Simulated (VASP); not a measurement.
# Mg in VASP: notebook, part 2 of 3

VASP 6.6.1. Earlier steps stand in the parts before.

## Step 4: Single point, PBEsol

This run uses another cell than the first one, of 18.13 Å³/atom.

Contents of INCAR:

```
ALGO = Fast ; EDIFF = 1E-6
ENCUT = 520 ; GGA = PS
ISIF = 2 ; ISMEAR = 0
LASPH = T ; LCHARG = F
LREAL = F ; LWAVE = F
NBANDS = 7 ; NELM = 60
PREC = Accurate ; SIGMA = 0.1
```

Contents of KPOINTS:

```
k-points
0
Gamma
  18 18 18
```

Contents of POSCAR:

```
Mg
1.0
   -1.6684835161      1.6684835161      1.6282698148
    1.6684835161     -1.6684835161      1.6282698148
    1.6684835161      1.6684835161     -1.6282698148
Mg
1
Direct
    0.0000000000      0.0000000000      0.0000000000
```

Potentials or basis: VASP PAW PBE potentials, release 64 (Mg).

Command:

```console
> cat potpaw_PBE.64/Mg/POTCAR > POTCAR
> mpirun -np 1 vasp_std > vasp.out
```

OUTCAR:

```text
EDIFF = 1E-6
   ENCUT = 520
   GGA = PS
   ISIF = 2
   ISMEAR = 0
   LASPH = T
   LREAL = F
   NELM = 60
   PREC = Accurate

 ion  position               nearest neighbor table
   1  0.000  0.000  0.000-

  LATTYP: Found a body centered tetragonal cell.
 ALAT       =     3.3369670322
 C/A-ratio  =     0.9758980530

  Lattice vectors:

 A1 = (  -1.6684835161,   1.6684835161,   1.6282698148)
 A2 = (   1.6684835161,  -1.6684835161,   1.6282698148)
 A3 = (   1.6684835161,   1.6684835161,  -1.6282698148)

Analysis of symmetry for initial positions (statically):
=====================================================================
 Subroutine PRICEL returns:
 Original cell was already a primitive cell.

 Routine SETGRP: Setting up the symmetry group for a
 body centered tetragonal supercell.

 Subroutine GETGRP returns: Found 16 space group operations
 (whereof 16 operations were pure point group operations)
 out of a pool of 16 trial point group operations.

The static configuration has the point symmetry D_4h.

Analysis of symmetry for dynamics (positions and initial velocities):
=====================================================================
 Subroutine PRICEL returns:
 Original cell was already a primitive cell.

 Routine SETGRP: Setting up the symmetry group for a
 body centered tetragonal supercell.

 Subroutine GETGRP returns: Found 16 space group operations
 (whereof 16 operations were pure point group operations)
 out of a pool of 16 trial point group operations.

The dynamic configuration has the point symmetry D_4h.

 Subroutine INISYM returns: Found 16 space group operations
 (whereof 16 operations are pure point group operations),
 and found     1 'primitive' translations

----------------------------------------------------------------------------------------

                                     Primitive cell

  volume of cell :      18.1314

  direct lattice vectors                    reciprocal lattice vectors
    -1.668483516  1.668483516  1.628269815     0.000000000  0.299673323  0.307074414
     1.668483516 -1.668483516  1.628269815     0.299673323  0.000000000  0.307074414
     1.668483516  1.668483516 -1.628269815     0.299673323  0.299673323  0.000000000

  length of vectors
     2.866868863  2.866868863  2.866868863     0.429067357  0.429067357  0.423802078

  position of ions in fractional coordinates (direct lattice)
     0.000000000  0.000000000  0.000000000

  ion indices of the primitive-cell ions
   primitive index   ion index
                 1           1

----------------------------------------------------------------------------------------

 KPOINTS: k-points

Automatic generation of k-mesh.
 Grid dimensions read from file:
 generate k-points for:   18   18   18

 Generating k-lattice:

  Cartesian coordinates                     Fractional coordinates (reciprocal lattice)
     0.000000000  0.016648518  0.017059690     0.055555556 -0.000000000  0.000000000
     0.016648518  0.000000000  0.017059690    -0.000000000  0.055555556  0.000000000
     0.016648518  0.016648518  0.000000000     0.000000000  0.000000000  0.055555556

  Length of vectors
     0.023837075  0.023837075  0.023544560

  Shift w.r.t. Gamma in fractional coordinates (k-lattice)
     0.000000000  0.000000000  0.000000000

 Subroutine IBZKPT returns following result:
 ===========================================

 Found    480 irreducible k-points:

 Following reciprocal coordinates:
            Coordinates               Weight
  0.000000  0.000000  0.000000      1.000000
  0.055556  0.000000 -0.000000      8.000000
  0.111111  0.000000 -0.000000      8.000000
  0.166667  0.000000 -0.000000      8.000000
  0.222222  0.000000  0.000000      8.000000
  0.277778  0.000000  0.000000      8.000000
[... 16 lines left out ...]
 -0.277778  0.055556  0.000000     16.000000
 -0.222222  0.055556 -0.000000     16.000000
 [... further k-points ...]
   k-points           NKPTS =    480   k-points in BZ     NKDIM =    480   number of bands    NBANDS=      7
   number of dos      NEDOS =    301   number of ions     NIONS =      1
   total plane-waves  NPLWV =  13824
   dimension x,y,z NGX =    24 NGY =   24 NGZ =   24
   dimension x,y,z NGXF=    48 NGYF=   48 NGZF=   48
   ions per type =               1
   NGX,Y,Z   is equivalent  to a cutoff of  13.92, 13.92, 13.92 a.u.
   NGXF,Y,Z  is equivalent  to a cutoff of  27.83, 27.83, 27.83 a.u.
 SYSTEM =  unknown system
   PREC   = accura    normal or accurate (medium, high low for compatibility)
   ISTART =      0    job   : 0-new  1-cont  2-samecut
   ICHARG =      2    charge: 1-file 2-atom 10-const
   ISPIN  =      1    spin polarized calculation?
   LNONCOLLINEAR =      F non collinear calculations
   LSORBIT =      F    spin-orbit coupling
   LASPH  =      T    aspherical Exc in radial PAW
   ENCUT  =  520.0 eV  38.22 Ry    6.18 a.u.   5.33  5.33  5.33*2*pi/ulx,y,z
   NELM   =     60;   NELMIN=  2; NELMDL= -5     # of ELM steps
   EDIFF  = 0.1E-05   stopping-criterion for ELM
   LREAL  =      F    real-space projection
   EDIFFG = 0.1E-04   stopping-criterion for IOM
   NSW    =      0    number of steps for IOM
   IBRION =     -1    ionic relax: 0-MD 1-quasi-New 2-CG
   NFREE  =      0    steps in history (QN), initial steepest desc. (CG)
   ISIF   =      2    stress and relaxation
   ISYM   =      2    0-nonsym 1-usesym 2-fastsym
   POTIM  = 0.5000    time-step for ionic-motion
   TEBEG  =    0.0;   TEEND  =   0.0 temperature during run
   PSTRESS=    0.0 pullay stress
   NELECT =       2.0000    total number of electrons
   NUPDOWN=      -1.0000    fix difference up-down
   EMIN   =  10.00;   EMAX   =-10.00  energy-range for DOS
   EFERMI =   0.00;   METHOD = LEGACY
   ISMEAR =     0;   SIGMA  =   0.10  broadening in eV -4-tet -1-fermi 0-gaus
   EFERMI_NEDOS =   21; number of points for ismear=-14 and -15
   IALGO  =     68    algorithm
   IMIX   =      4    mixing-type and parameters
     AMIX     =   0.40;   BMIX     =  1.00
     AMIX_MAG =   1.60;   BMIX_MAG =  1.00
  volume/ion in A,a.u.               =      18.13       122.36
  Fermi-wavevector in a.u.,A,eV,Ry     =   0.785130  1.483680  8.387022  0.616429
  Thomas-Fermi vector in A             =   1.889403
   LORBIT       =      0    0 simple, 1 ext, 2 COOP (PROOUT), +10 PAW based schemes
   GGA     = PS    functional components
   LHFCALC =     F    Hartree Fock is set to
   AEXX    =    0.0000 exact exchange contribution
   IVDW    =     0    specifies the selected vdW correction
   LEPSILON=     F    determine dielectric tensor
   LRPA    =     F    only Hartree local field effects (RPA)
 non-spin polarized calculation
 RMM-DIIS sequential band-by-band and
 Gauss-broadening in eV      SIGMA  =   0.10
  energy-cutoff  :      520.00
  volume of cell :       18.13
 maximum number of plane-waves:       507
 NGX is ok and might be reduce to    24
   NGX = 11   NGY = 11   NGZ = 11

 number of electron       2.0000000 magnetization

 Free energy of the ion-electron system (eV)
  ---------------------------------------------------
  ext. energy  EPLUGINS =         0.00000000
  ---------------------------------------------------
  free energy    TOTEN  =        -1.55943095 eV

  energy without entropy =       -1.55764791  energy(sigma->0) =       -1.55853943

 E-fermi :   3.9728     XC(G=0):  -9.3117

 val. band max:        3.9586202162   @ k =  -0.3333  -0.3889   0.1111
 cond. band min:       3.9749006504   @ k =  -0.3889   0.5000   0.2778
 fundamental gap:      0.0162804343
 Fermi energy:         3.9727906500

 k-point     1 :       0.0000    0.0000    0.0000
  band No.  band energies     occupation
      1      -4.0626      2.00000
      2      18.2592      0.00000
      3      18.8321      0.00000
      4      18.8321      0.00000
      5      20.6138      0.00000
      6      21.2555      0.00000
      7      22.0064      0.00000

 k-point     2 :       0.0556    0.0000   -0.0000
  band No.  band energies     occupation
      1      -3.9768      2.00000
      2      17.8924      0.00000
      3      17.9123      0.00000
      4      18.4709      0.00000
      5      19.9337      0.00000
      6      20.4384      0.00000
      7      22.3834      0.00000
[... 201 lines left out ...]
 k-point    23 :      -0.2778    0.0556    0.0000
  band No.  band energies     occupation
      1      -2.2899      2.00000
      2      10.5654      0.00000
      3      14.0026      0.00000
      4      16.2105      0.00000
      5      17.4527      0.00000
      6      19.6431      0.00000
      7      22.8626      0.00000

 k-point    24 :      -0.2222    0.0556   -0.0000
  band No.  band energies     occupation
      1      -2.9621      2.00000
      2      12.6249      0.00000
      3      14.7461      0.00000
      4      16.8243      0.00000
      5      18.0957      0.00000
      6      20.0388      0.00000
      7      22.4452      0.00000

 [... further k-points ...]
[... 5 lines left out ...]
  --------------------------------------------------------------------------------------
  -------------------------------------------------------------------------------------
  Total        1.3754160      1.3754160      1.3651097      0.0000000     -0.0000000      0.0000000
  in kB      121.5386641    121.5386641    120.6279423      0.0000000     -0.0000000      0.0000000
  external PRESSURE =     121.2350902 kB  Pullay stress =       0.0000000 kB

 VOLUME and BASIS-vectors are now :
 -----------------------------------------------------------------------------
  energy-cutoff  :      520.00
  volume of cell :       18.13
      direct lattice vectors                 reciprocal lattice vectors
    -1.668483516  1.668483516  1.628269815     0.000000000  0.299673323  0.307074414
     1.668483516 -1.668483516  1.628269815     0.299673323  0.000000000  0.307074414
     1.668483516  1.668483516 -1.628269815     0.299673323  0.299673323  0.000000000

 POSITION                                       TOTAL-FORCE (eV/Angst)
 -----------------------------------------------------------------------------------
      0.00000      0.00000      0.00000         0.000000      0.000000     -0.000000
 -----------------------------------------------------------------------------------
    total drift:                                0.000000      0.000000      0.000000

  FREE ENERGIE OF THE ION-ELECTRON SYSTEM (eV)
  ---------------------------------------------------
  free  energy   TOTEN  =        -1.5594309482 eV

  energy  without entropy=       -1.5576479105  energy(sigma->0) =       -1.55853943
```

OSZICAR:

```text
N       E                     dE             d eps       ncg     rms          rms(c)
DAV:   1    -0.800582835876E+00   -0.80058E+00   -0.84825E+02  7469   0.199E+02
DAV:   2    -0.157129665151E+01   -0.77071E+00   -0.74701E+00  9114   0.126E+01
DAV:   3    -0.157382676749E+01   -0.25301E-02   -0.25279E-02  8253   0.807E-01
DAV:   4    -0.157383148289E+01   -0.47154E-05   -0.47157E-05  9653   0.247E-02
DAV:   5    -0.157383149741E+01   -0.14518E-07   -0.13890E-07  8379   0.874E-04    0.673E-01
RMM:   6    -0.156568219014E+01    0.81493E-02   -0.90990E-05  6723   0.690E-02    0.427E-01
RMM:   7    -0.155943920835E+01    0.62430E-02   -0.44055E-04  7077   0.135E-01    0.199E-02
RMM:   8    -0.155943149784E+01    0.77105E-05   -0.25939E-05  7131   0.317E-02    0.496E-03
RMM:   9    -0.155943094816E+01    0.54968E-06   -0.15789E-06  7346   0.731E-03
   1 F= -.15594309E+01 E0= -.15585394E+01  d E =-.178304E-02
```

It took 51 s on 1 thread of Intel Xeon 8259CL, shared host; peak memory 0.19 GiB.

What came out:

```
Free energy            : -1.5594 eV
Pressure               : 12.1 GPa
Band gap on the k mesh : zero (bands 1 and 2 overlap by 4.90 eV)
```

Levels at points of the mesh, in eV from the Fermi level:
```csv
k point,band 1,band 2,band 3,band 4,band 5,band 6
"(0.00, 0.00, 0.00)",-8.04,14.29,14.86,14.86,16.64,17.28
"(0.50, 0.00, 0.00)",-1.80,-0.83,9.33,11.17,11.68,13.61
"(0.50, 0.50, 0.00)",-1.93,-1.01,9.82,11.67,12.20,13.74
"(0.50, 0.50, 0.50)",3.89,4.16,4.40,4.40,5.08,10.34
```

Caveat: the cell stands under pressure; the PAW data sets were made with another functional, which shifts forces and pressure a little.

## Step 5: Single point, PBEsol

This run uses another cell than the first one, of 13.52 Å³/atom.

Contents of INCAR:

```
PREC = Accurate ; ENCUT = 520
EDIFF = 1E-6 ; ISMEAR = 0
SIGMA = 0.1 ; LREAL = False
LASPH = True ; NELM = 100
ALGO = Normal ; ISIF = 2
LWAVE = False ; LCHARG = False
GGA = PS ; NBANDS = 7
```

Contents of KPOINTS:

```
Automatic mesh
0
Gamma
  20 20 20
```

Contents of POSCAR:

```
Mg
1.0
   -1.5007782559      1.5007782559      1.5003399215
    1.5007782559     -1.5007782559      1.5003399215
    1.5007782559      1.5007782559     -1.5003399215
Mg
1
Direct
    0.0000000000      0.0000000000      0.0000000000
```

Command:

```console
> cat potpaw_PBE.64/Mg/POTCAR > POTCAR
> mpirun -np 1 vasp_std > vasp.out
```

Run time: 55 s. Hardware: 1 thread of Intel Xeon 8259CL, shared host; peak memory 0.18 GiB.

The run converged. Its results:

```yaml
Free_energy: -0.7621 eV
Pressure: 51.0 GPa
Band_gap_on_the_k_mesh: zero (bands 1 and 2 overlap by 4.85 eV)
```

Levels at points of the mesh, in eV from the Fermi level:
```csv
k point,band 1,band 2,band 3,band 4
"(0.00, 0.00, 0.00)",-9.61,16.95,16.96,16.96
"(0.50, 0.00, 0.00)",-2.30,-0.96,10.60,14.17
"(0.50, 0.50, 0.00)",-2.31,-0.96,10.60,14.18
"(0.50, 0.50, 0.50)",3.90,3.90,5.86,5.86
```

Caveat: the cell stands under pressure; the PAW data sets were made with another functional, which shifts forces and pressure a little.

(Part 2 of 3 ends here.)
